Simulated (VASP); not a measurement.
# MoS2 (P-6m2) in VASP: a series of runs

MoS2 is run at these levels: PBE+D3(BJ); tasks: single point.

All numbers are computed with VASP 6.6.1; they aren't measurements. Logs are shortened: lines on timing, memory, paths and dates and some standing lists are left out, and cuts for length are marked.

### Step 1. The cell of the first run

The structure is hexagonal, space group P-6m2 (No. 187). The conventional cell has a = 3.025 Å, b = 3.025 Å, c = 6.915 Å, α = 90.00°, β = 90.00°, γ = 120.00°. Mo (site symmetry -6m2) has 6 S at 2.39 Å and 6 Mo at 3.02 Å within 3.2 Å. S (site symmetry 3m) has 3 Mo at 2.39 Å and 7 S at 3.02 to 3.26 Å within 3.3 Å.

### Step 2. Single point, PBE+D3(BJ) (18.27 Å³/atom)

File INCAR:

```
SYSTEM = MoS2
  ALGO = Normal
  EDIFF = 1E-6
  ENCUT = 500
  GGA = PE
  GGA_COMPAT = .False.
  ISIF = 2
  ISMEAR = 0
  IVDW = 12
  LASPH = .True.
  LCHARG = .False.
  LREAL = .False.
  LWAVE = .False.
  NBANDS = 20
  NELM = 120
  PREC = Accurate
  SIGMA = 0.05
```

File KPOINTS:

```
k-points
0
Gamma
  12 12 6
  0 0 0
```

File POSCAR:

```
MoS2
1.0
    3.0249023398      0.0000000000      0.0000000000
   -1.5124511699      2.6196422702      0.0000000000
    0.0000000000      0.0000000000      6.9149267487
Mo S
1 2
Direct
    0.0000000000      0.0000000000      0.0000000000
    0.3333333333      0.6666666667      0.2357940733
    0.3333333333      0.6666666667      0.7642059267
```

Potentials or basis: VASP PAW PBE potentials, release 64 (Mo_sv, S).

Run with:

```console
$ cat potpaw_PBE.64/Mo_sv/POTCAR potpaw_PBE.64/S/POTCAR > POTCAR
$ mpirun -np 1 vasp_std > vasp.out
```

OUTCAR:

```text
SYSTEM = MoS2
   EDIFF = 1E-6
   ENCUT = 500
   GGA = PE
   ISIF = 2
   ISMEAR = 0
   IVDW = 12
   LASPH = .True.
   LREAL = .False.
   NELM = 120
   PREC = Accurate
 IVDW          = 12

 ion  position               nearest neighbor table
   1  0.000  0.000  0.000-   2 2.39   3 2.39   2 2.39   3 2.39   2 2.39   3 2.39
   2  0.333  0.667  0.236-   1 2.39   1 2.39   1 2.39
   3  0.333  0.667  0.764-   1 2.39   1 2.39   1 2.39

  LATTYP: Found a hexagonal cell.
 ALAT       =     3.0249023398
 C/A-ratio  =     2.2860000000

  Lattice vectors:

 A1 = (   3.0249023398,   0.0000000000,   0.0000000000)
 A2 = (  -1.5124511699,   2.6196422702,   0.0000000000)
 A3 = (   0.0000000000,   0.0000000000,   6.9149267487)

Analysis of symmetry for initial positions (statically):
=====================================================================
 Subroutine PRICEL returns:
 Original cell was already a primitive cell.

 Routine SETGRP: Setting up the symmetry group for a
 hexagonal supercell.

 Subroutine GETGRP returns: Found 12 space group operations
 (whereof 12 operations were pure point group operations)
 out of a pool of 24 trial point group operations.

The static configuration has the point symmetry D_3h.

Analysis of symmetry for dynamics (positions and initial velocities):
=====================================================================
 Subroutine PRICEL returns:
 Original cell was already a primitive cell.

 Routine SETGRP: Setting up the symmetry group for a
 hexagonal supercell.

 Subroutine GETGRP returns: Found 12 space group operations
 (whereof 12 operations were pure point group operations)
 out of a pool of 24 trial point group operations.

The dynamic configuration has the point symmetry D_3h.

 Subroutine INISYM returns: Found 12 space group operations
 (whereof 12 operations are pure point group operations),
 and found     1 'primitive' translations

----------------------------------------------------------------------------------------

                                     Primitive cell

  volume of cell :      54.7950

  direct lattice vectors                    reciprocal lattice vectors
     3.024902340  0.000000000  0.000000000     0.330589185  0.190865755  0.000000000
    -1.512451170  2.619642270  0.000000000     0.000000000  0.381731510  0.000000000
     0.000000000  0.000000000  6.914926749     0.000000000  0.000000000  0.144614692

  length of vectors
     3.024902340  3.024902340  6.914926749     0.381731510  0.381731510  0.144614692

  position of ions in fractional coordinates (direct lattice)
     0.000000000  0.000000000  0.000000000
     0.333333333  0.666666667  0.235794073
     0.333333333  0.666666667  0.764205927

  ion indices of the primitive-cell ions
   primitive index   ion index
                 1           1
                 2           2
                 3           3

----------------------------------------------------------------------------------------

 KPOINTS: k-points

Automatic generation of k-mesh.
 Grid dimensions read from file:
 generate k-points for:   12   12    6

 Generating k-lattice:

  Cartesian coordinates                     Fractional coordinates (reciprocal lattice)
     0.027549099  0.015905480  0.000000000     0.083333333  0.000000000  0.000000000
     0.000000000  0.031810959  0.000000000     0.000000000  0.083333333  0.000000000
     0.000000000  0.000000000  0.024102449     0.000000000  0.000000000  0.166666667

  Length of vectors
     0.031810959  0.031810959  0.024102449

  Shift w.r.t. Gamma in fractional coordinates (k-lattice)
     0.000000000  0.000000000  0.000000000

 Subroutine IBZKPT returns following result:
 ===========================================

 Found     76 irreducible k-points:

 Following reciprocal coordinates:
            Coordinates               Weight
  0.000000  0.000000  0.000000      1.000000
  0.083333 -0.000000  0.000000      6.000000
  0.166667 -0.000000  0.000000      6.000000
  0.250000  0.000000  0.000000      6.000000
  0.333333  0.000000  0.000000      6.000000
  0.416667 -0.000000  0.000000      6.000000
[... 16 lines left out ...]
  0.250000  0.000000  0.166667     12.000000
  0.333333  0.000000  0.166667     12.000000
 [... further k-points ...]
   k-points           NKPTS =     76   k-points in BZ     NKDIM =     76   number of bands    NBANDS=     20
   number of dos      NEDOS =    301   number of ions     NIONS =      3
   total plane-waves  NPLWV =  28800
   dimension x,y,z NGX =    24 NGY =   24 NGZ =   50
   dimension x,y,z NGXF=    48 NGYF=   48 NGZF=  100
   ions per type =               1   2
   NGX,Y,Z   is equivalent  to a cutoff of  13.19, 13.19, 12.02 a.u.
   NGXF,Y,Z  is equivalent  to a cutoff of  26.38, 26.38, 24.04 a.u.
 SYSTEM =  MoS2
   PREC   = accura    normal or accurate (medium, high low for compatibility)
   ISTART =      0    job   : 0-new  1-cont  2-samecut
   ICHARG =      2    charge: 1-file 2-atom 10-const
   ISPIN  =      1    spin polarized calculation?
   LNONCOLLINEAR =      F non collinear calculations
   LSORBIT =      F    spin-orbit coupling
   LASPH  =      T    aspherical Exc in radial PAW
   ENCUT  =  500.0 eV  36.75 Ry    6.06 a.u.   5.52  5.52 12.61*2*pi/ulx,y,z
   NELM   =    120;   NELMIN=  2; NELMDL= -5     # of ELM steps
   EDIFF  = 0.1E-05   stopping-criterion for ELM
   LREAL  =      F    real-space projection
   EDIFFG = 0.1E-04   stopping-criterion for IOM
   NSW    =      0    number of steps for IOM
   IBRION =     -1    ionic relax: 0-MD 1-quasi-New 2-CG
   NFREE  =      0    steps in history (QN), initial steepest desc. (CG)
   ISIF   =      2    stress and relaxation
   ISYM   =      2    0-nonsym 1-usesym 2-fastsym
   POTIM  = 0.5000    time-step for ionic-motion
   TEBEG  =    0.0;   TEEND  =   0.0 temperature during run
   PSTRESS=    0.0 pullay stress
   NELECT =      26.0000    total number of electrons
   NUPDOWN=      -1.0000    fix difference up-down
   EMIN   =  10.00;   EMAX   =-10.00  energy-range for DOS
   EFERMI =   0.00;   METHOD = LEGACY
   ISMEAR =     0;   SIGMA  =   0.05  broadening in eV -4-tet -1-fermi 0-gaus
   EFERMI_NEDOS =   21; number of points for ismear=-14 and -15
   IALGO  =     38    algorithm
   IMIX   =      4    mixing-type and parameters
     AMIX     =   0.40;   BMIX     =  1.00
     AMIX_MAG =   1.60;   BMIX_MAG =  1.00
  volume/ion in A,a.u.               =      18.27       123.26
  Fermi-wavevector in a.u.,A,eV,Ry     =   1.276887  2.412966 22.183472  1.630439
  Thomas-Fermi vector in A             =   2.409517
   LORBIT       =      0    0 simple, 1 ext, 2 COOP (PROOUT), +10 PAW based schemes
   GGA     = PE    functional components
   LHFCALC =     F    Hartree Fock is set to
   AEXX    =    0.0000 exact exchange contribution
   IVDW    =    12    specifies the selected vdW correction
   LEPSILON=     F    determine dielectric tensor
   LRPA    =     F    only Hartree local field effects (RPA)
 non-spin polarized calculation
 Gauss-broadening in eV      SIGMA  =   0.05
  energy-cutoff  :      500.00
  volume of cell :       54.80
 maximum number of plane-waves:      1420
 NGX is ok and might be reduce to    24
   NGX = 11   NGY = 11   NGZ = 25

 number of electron      25.9999999 magnetization

 Free energy of the ion-electron system (eV)
  ---------------------------------------------------
  ext. energy  EPLUGINS =         0.00000000
  ---------------------------------------------------
  free energy    TOTEN  =       -21.57416069 eV

  energy without entropy =      -21.57416069  energy(sigma->0) =      -21.57416069

 E-fermi :   6.8896     XC(G=0): -10.4796

 val. band max:        6.6222872052   @ k =   0.3333   0.3333   0.5000
 cond. band min:       7.9177779739   @ k =   0.1667   0.1667   0.0000
 fundamental gap:      1.2954907687
 Fermi energy:         6.8896167644

 k-point     1 :       0.0000    0.0000    0.0000
  band No.  band energies     occupation
      1     -54.1788      2.00000
      2     -28.4237      2.00000
      3     -27.9969      2.00000
      4     -27.9969      2.00000
      5      -8.0212      2.00000
      6      -6.7157      2.00000
[... 12 lines left out ...]
     19      14.3572      0.00000
     20      16.3894      0.00000

 k-point     2 :       0.0833   -0.0000    0.0000
  band No.  band energies     occupation
      1     -54.1741      2.00000
      2     -28.4155      2.00000
      3     -28.0386      2.00000
      4     -28.0063      2.00000
      5      -7.8971      2.00000
      6      -6.6560      2.00000
[... 12 lines left out ...]
     19      14.6628      0.00000
     20      16.8884      0.00000

 k-point     3 :       0.1667   -0.0000    0.0000
  band No.  band energies     occupation
      1     -54.1611      2.00000
      2     -28.3929      2.00000
      3     -28.1512      2.00000
      4     -28.0317      2.00000
      5      -7.5411      2.00000
      6      -6.4849      2.00000
[... 12 lines left out ...]
     19      15.7283      0.00000
     20      16.7844      0.00000

 k-point     4 :       0.2500    0.0000    0.0000
  band No.  band energies     occupation
      1     -54.1432      2.00000
      2     -28.3620      2.00000
      3     -28.3022      2.00000
      4     -28.0664      2.00000
      5      -7.0028      2.00000
      6      -6.2290      2.00000
[... 12 lines left out ...]
     19      15.7476      0.00000
     20      15.8991      0.00000

 k-point     5 :       0.3333    0.0000    0.0000
  band No.  band energies     occupation
      1     -54.1254      2.00000
      2     -28.4502      2.00000
      3     -28.3309      2.00000
      4     -28.1007      2.00000
      5      -6.3747      2.00000
      6      -5.9396      2.00000
[... 12 lines left out ...]
     19      14.5930      0.00000
     20      15.0484      0.00000
[... 353 lines left out ...]
      6      -6.6896      2.00000
[... 12 lines left out ...]
     19      14.6658      0.00000
     20      16.8565      0.00000

 k-point    22 :       0.1667   -0.0000    0.1667
  band No.  band energies     occupation
      1     -54.1611      2.00000
      2     -28.3929      2.00000
      3     -28.1512      2.00000
      4     -28.0317      2.00000
      5      -7.5210      2.00000
      6      -6.5158      2.00000
[... 12 lines left out ...]
     19      15.6806      0.00000
     20      16.7504      0.00000

 k-point    23 :       0.2500    0.0000    0.1667
  band No.  band energies     occupation
      1     -54.1432      2.00000
      2     -28.3620      2.00000
      3     -28.3022      2.00000
      4     -28.0664      2.00000
      5      -6.9834      2.00000
      6      -6.2555      2.00000
[... 12 lines left out ...]
     19      15.4687      0.00000
     20      16.1468      0.00000

 k-point    24 :       0.3333    0.0000    0.1667
  band No.  band energies     occupation
      1     -54.1254      2.00000
      2     -28.4501      2.00000
      3     -28.3309      2.00000
      4     -28.1007      2.00000
      5      -6.3575      2.00000
      6      -5.9603      2.00000
[... 12 lines left out ...]
     19      14.4619      0.00000
     20      15.2427      0.00000

 [... further k-points ...]

------------------------ aborting loop because EDIFF is reached ----------------------------------------

 Edisp (eV)   -1.24944

 E8    (eV) :    -0.5056

  FORCE on cell =-STRESS in cart. coord.  units (eV):
  Direction    XX          YY          ZZ          XY          YZ          ZX
  --------------------------------------------------------------------------------------
  -------------------------------------------------------------------------------------
  Total       3.47819     3.47819    -1.43336     0.00000    -0.00000     0.00000
  in kB     101.70054   101.70054   -41.91065     0.00000    -0.00000     0.00000
  external pressure =       53.83 kB  Pullay stress =        0.00 kB

 VOLUME and BASIS-vectors are now :
 -----------------------------------------------------------------------------
  energy-cutoff  :      500.00
  volume of cell :       54.80
      direct lattice vectors                 reciprocal lattice vectors
     3.024902340  0.000000000  0.000000000     0.330589185  0.190865755  0.000000000
    -1.512451170  2.619642270  0.000000000     0.000000000  0.381731510  0.000000000
     0.000000000  0.000000000  6.914926749     0.000000000  0.000000000  0.144614692

 POSITION                                       TOTAL-FORCE (eV/Angst)
 -----------------------------------------------------------------------------------
      0.00000      0.00000      0.00000         0.000000      0.000000      0.000000
     -0.00000      1.74643      1.63050         0.000000      0.000000     -0.325012
     -0.00000      1.74643      5.28443        -0.000000     -0.000000      0.325012
 -----------------------------------------------------------------------------------
    total drift:                                0.000000     -0.000000     -0.000000

  FREE ENERGIE OF THE ION-ELECTRON SYSTEM (eV)
  ---------------------------------------------------
  free  energy   TOTEN  =       -22.8236039432 eV

  energy  without entropy=      -22.8236039432  energy(sigma->0) =      -22.82360394
```

Wall time 44 s (1 thread of Intel Xeon Platinum 8488C (Sapphire Rapids), shared host); peak memory 0.23 GiB.

What came out:

```yaml
Free_energy: -22.8236 eV
Pressure: 5.4 GPa
Largest_force: 0.325 eV/Å
Band_gap_on_the_k_mesh: 1.30 eV (least direct gap 2.22 eV)
Dispersion_energy_per_atom: -0.416 eV
```

Forces on the atoms (eV/Å):
```
Mo   0.000  0.000  0.000
S    0.000  0.000 -0.325
S    0.000  0.000  0.325
```

Stress tensor (GPa, compression positive):
```
10.17  0.00  0.00
 0.00 10.17  0.00
 0.00  0.00 -4.19
```

Levels at points of the mesh, in eV from the valence-band top:
| k point | band 9 | band 10 | band 11 | band 12 | band 13 | band 14 | band 15 | band 16 | band 17 | band 18 |
| --- | --- | --- | --- | --- | --- | --- | --- | --- | --- | --- |
| (0.00, 0.00, 0.00) | -2.28 | -1.81 | -1.15 | -1.06 | -1.06 | 3.13 | 3.13 | 3.16 | 3.16 | 6.80 |
| (0.50, 0.00, 0.00) | -4.52 | -3.01 | -2.16 | -1.03 | -0.60 | 2.84 | 2.85 | 4.17 | 4.46 | 5.93 |
| (0.00, 0.00, 0.50) | -2.28 | -2.28 | -1.07 | -1.07 | -0.31 | 3.09 | 3.09 | 3.22 | 3.22 | 7.15 |
| (0.50, 0.00, 0.50) | -4.26 | -3.03 | -2.78 | -0.64 | -0.54 | 2.85 | 3.16 | 3.55 | 4.32 | 7.07 |

Caveat: the cell stands under pressure.

### Step 3. Single point, PBE+D3(BJ) (18.27 Å³/atom)

File INCAR:

```
SYSTEM = MoS2
PREC     = Accurate       ! precision mode
ENCUT    = 500            ! plane-wave cutoff, eV
EDIFF    = 1E-6           ! SCF threshold, eV
ISMEAR   = 0              ! smearing method
SIGMA    = 0.05           ! smearing width, eV
LREAL    = .FALSE.        ! projectors in reciprocal space
LASPH    = .TRUE.         ! aspherical terms in the spheres
NELM     = 120            ! most SCF steps
ALGO     = Normal         ! electronic algorithm
ISIF     = 2              ! what is computed and relaxed
LWAVE    = .FALSE.        ! write WAVECAR
LCHARG   = .FALSE.        ! write CHGCAR
GGA      = PE             ! functional
IVDW     = 12             ! dispersion correction
NBANDS   = 20             ! bands
GGA_COMPAT= .FALSE.
```

File KPOINTS:

```
Automatic mesh
0
G
  12 12 6
  0 0 0
```

File POSCAR:

```
MoS2
1.0
    3.1346509739      0.0000000000      0.0000000000
   -1.5673254870      2.7146873754      0.0000000000
    0.0000000000      0.0000000000      6.4392000306
Mo S
1 2
Direct
    0.0000000000      0.0000000000      0.0000000000
    0.3333333333      0.6666666667      0.2357940733
    0.3333333333      0.6666666667      0.7642059267
```

Potentials or basis: VASP PAW PBE potentials, release 64 (Mo_sv, S).

Run with:

```console
$ cat potpaw_PBE.64/Mo_sv/POTCAR potpaw_PBE.64/S/POTCAR > POTCAR
$ mpirun -np 1 vasp_std > vasp.out
```

Wall time 44 s (1 thread of Intel Xeon Platinum 8488C (Sapphire Rapids), shared host); peak memory 0.22 GiB.

It converged, with:

```yaml
Free_energy: -22.9293 eV
Pressure: 6.5 GPa
Largest_force: 1.022 eV/Å
Band_gap_on_the_k_mesh: 1.01 eV (least direct gap 1.71 eV)
Dispersion_energy_per_atom: -0.414 eV
```

Forces on the atoms (eV/Å):
```
Mo   0.000  0.000  0.000
S    0.000  0.000  1.022
S    0.000  0.000 -1.022
```

Stress tensor (GPa, compression positive):
```
 4.65  0.00  0.00
 0.00  4.65  0.00
 0.00  0.00 10.14
```

Levels at points of the mesh, in eV from the valence-band top:
| k point | band 10 | band 11 | band 12 | band 13 | band 14 | band 15 | band 16 | band 17 |
| --- | --- | --- | --- | --- | --- | --- | --- | --- |
| (0.00, 0.00, 0.00) | -2.33 | -2.33 | -1.51 | -1.11 | 2.27 | 2.27 | 2.52 | 2.52 |
| (0.50, 0.00, 0.00) | -4.07 | -2.05 | -1.76 | -1.60 | 1.68 | 2.15 | 3.79 | 4.09 |
| (0.00, 0.00, 0.50) | -3.28 | -2.35 | -2.35 | 0.00 | 2.18 | 2.18 | 2.65 | 2.65 |
| (0.50, 0.00, 0.50) | -4.10 | -3.09 | -1.67 | -1.08 | 1.71 | 2.35 | 3.04 | 3.84 |

Caveat: the cell stands under pressure; forces of over 1 eV/Å act on the atoms, so gaps and moduli don't describe the material at rest.

### Step 4. Single point, PBE+D3(BJ) (18.27 Å³/atom)

File INCAR:

```
SYSTEM = MoS2
PREC = Accurate
ENCUT = 500
EDIFF = 1E-6
ISMEAR = 0
SIGMA = 0.05
LREAL = .FALSE.
LASPH = .TRUE.
NELM = 120
ALGO = Normal
ISIF = 2
LWAVE = .FALSE.
LCHARG = .FALSE.
GGA = PE
IVDW = 12
NBANDS = 20
GGA_COMPAT = .FALSE.
```

File KPOINTS:

```
regular mesh
0
G
  12 12 6
  0 0 0
```

File POSCAR:

```
MoS2
1.0
    3.0792890863      0.0000000000      0.0000000000
   -1.5396445432      2.6667425743      0.0000000000
    0.0000000000      0.0000000000      6.6728194499
Mo S
1 2
Direct
    0.0000000000      0.0000000000      0.0000000000
    0.3333333333      0.6666666667      0.2357940733
    0.3333333333      0.6666666667      0.7642059267
```

Run with:

```console
$ cat potpaw_PBE.64/Mo_sv/POTCAR potpaw_PBE.64/S/POTCAR > POTCAR
$ mpirun -np 1 vasp_std > vasp.out
```

Run time: 40 s. Hardware: 1 thread of Intel Xeon Platinum 8488C (Sapphire Rapids), shared host; peak memory 0.23 GiB.

It converged, with:

```yaml
Free_energy: -22.9369 eV
Pressure: 5.9 GPa
Largest_force: 0.348 eV/Å
Band_gap_on_the_k_mesh: 1.35 eV (least direct gap 2.02 eV)
Dispersion_energy_per_atom: -0.415 eV
```

Forces on the atoms (eV/Å):
```
Mo   0.000  0.000  0.000
S    0.000  0.000  0.348
S    0.000  0.000 -0.348
```

Stress tensor (GPa, compression positive):
```
7.29 0.00 0.00
0.00 7.29 0.00
0.00 0.00 3.00
```

Levels at points of the mesh, in eV from the valence-band top:
```csv
k point,band 9,band 10,band 11,band 12,band 13,band 14,band 15,band 16,band 17,band 18
"(0.00, 0.00, 0.00)",-2.77,-1.57,-1.57,-1.53,-0.98,2.84,2.84,2.98,2.98,6.41
"(0.50, 0.00, 0.00)",-4.74,-3.41,-1.98,-1.16,-1.03,2.40,2.69,4.14,4.42,5.55
"(0.00, 0.00, 0.50)",-2.76,-2.76,-1.58,-1.58,0.00,2.77,2.77,3.07,3.07,6.60
"(0.50, 0.00, 0.50)",-4.37,-3.44,-2.79,-0.96,-0.71,2.41,2.96,3.46,4.24,6.90
```

Caveat: the cell stands under pressure.

[end of part 1 of 2]
